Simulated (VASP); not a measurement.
Write the native input for VASP 6.6.1 that does the following.

```yaml
Task: relaxation of the atoms
Functional: LDA
Potentials_or_basis: VASP PAW LDA potentials, release 64 (Te, Mo_sv)
Cutoff: 520 eV
k_mesh: 12 × 12 × 2
Occupations: gaussian, width 0.02 eV
Spin: no spin polarisation
Dipole_correction: no
Further_INCAR_settings: ALGO = Normal; EDIFF = 1e-06; IBRION = 2; EDIFFG = -0.008; NSW = 60
```

The structure of Te2Mo lies in POSCAR:

```
Te2Mo
1.0
    3.3105533605      0.0000000000      0.0000000000
   -1.6552766803      2.8670233108      0.0000000000
    0.0000000000      0.0000000000     16.7314198186
Te Mo
2 1
Direct
    0.3333333333      0.6666666667      0.8918936679
    0.3333333333      0.6666666667      0.1081063321
    0.0000000000      0.0000000000      0.0000000000
```

This cell differs from its parent crystal: equal strain along all axes, cell held: -4.5 %.

One way to write it, as run:

INCAR

```
SYSTEM = Te2Mo
  PREC = Accurate
  ENCUT = 520
  EDIFF = 1E-6
  ISMEAR = 0
  SIGMA = 0.02
  LREAL = .FALSE.
  LASPH = .TRUE.
  NELM = 60
  ALGO = Normal
  ISIF = 2
  LWAVE = .FALSE.
  LCHARG = .FALSE.
  IBRION = 2
  NSW = 60
  EDIFFG = -0.008
```

KPOINTS

```
Automatic mesh
0
G
  12 12 2
  0 0 0
```

Potentials or basis: VASP PAW LDA potentials, release 64 (Te, Mo_sv).

The run is started by

```bash
$ cat potpaw_LDA.64/Te/POTCAR potpaw_LDA.64/Mo_sv/POTCAR > POTCAR
$ mpirun -np 1 vasp_std > vasp.out
```

Results of the run:

| Quantity | Value |
| --- | --- |
| Energy gained by relaxing | 15.3 meV/atom |
| Ionic steps | 3 |
| Band gap on the k mesh | 0.81 eV (least direct gap 1.35 eV) |

Caveat: the cell differs from its parent crystal (equal strain along all axes, cell held: -4.5 %); spin-orbit coupling is left out, which moves the levels of the heavy elements.

Wall time 5.3 min on 1 thread of Oxide Virtual Turin-like Processor, with other jobs on the host, peak memory 0.28 GiB.
